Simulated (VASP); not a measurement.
Here is a VASP 6.6.1 calculation.

INCAR

```
ALGO = Normal
DIPOL = 0.5 0.5 0.326
EDIFF = 1E-7
ENCUT = 520
GGA = PE
IDIPOL = 3
ISIF = 2
ISMEAR = 0
LASPH = True
LCHARG = False
LDIPOL = True
LREAL = False
LWAVE = False
NBANDS = 18
NELM = 60
PREC = Accurate
SIGMA = 0.1
```

The input KPOINTS:

```
k-points
0
Gamma
  4 5 1
```

Contents of POSCAR:

```
Mg8H
1.0
    6.4201385733      0.0000000000      0.0000000000
    0.0000000000      5.1379129567      0.0000000000
    0.0000000000      0.0000000000     19.1644777330
Mg H
8 1
Direct
    0.0000000000      0.7500000000      0.2087194890
    0.5000000000      0.7500000000      0.2087194890
    0.2500000000      0.2500000000      0.2570728643
    0.7500000000      0.2500000000      0.2570728643
    0.2500000000      0.7500000000      0.3587181927
    0.7500000000      0.7500000000      0.3587181927
    0.0000000000      0.2500000000      0.3999314690
    0.5000000000      0.2500000000      0.3999314690
    0.0625000000      0.3750000000      0.4827037907
```

Potentials or basis: VASP PAW PBE potentials, release 64 (Mg, H).

Command:

```sh
$ cat potpaw_PBE.64/Mg/POTCAR potpaw_PBE.64/H/POTCAR > POTCAR
$ mpirun -np 1 vasp_std > vasp.out
```

Q: Estimate the largest force.

A: 0.263 eV/Å.

Q: Predict the band gap on the k mesh.

A: Zero (an odd number of electrons rules out a gap without spin polarisation).

Forces in eV/Å, atoms in the order of the input:
```
Mg   0.011 -0.060  0.202
Mg  -0.006 -0.077  0.245
Mg  -0.013  0.055 -0.053
Mg   0.048  0.058 -0.076
Mg   0.044  0.003 -0.070
Mg  -0.076  0.037 -0.062
Mg  -0.116 -0.178 -0.088
Mg  -0.066 -0.035 -0.101
H    0.175  0.196  0.002
```
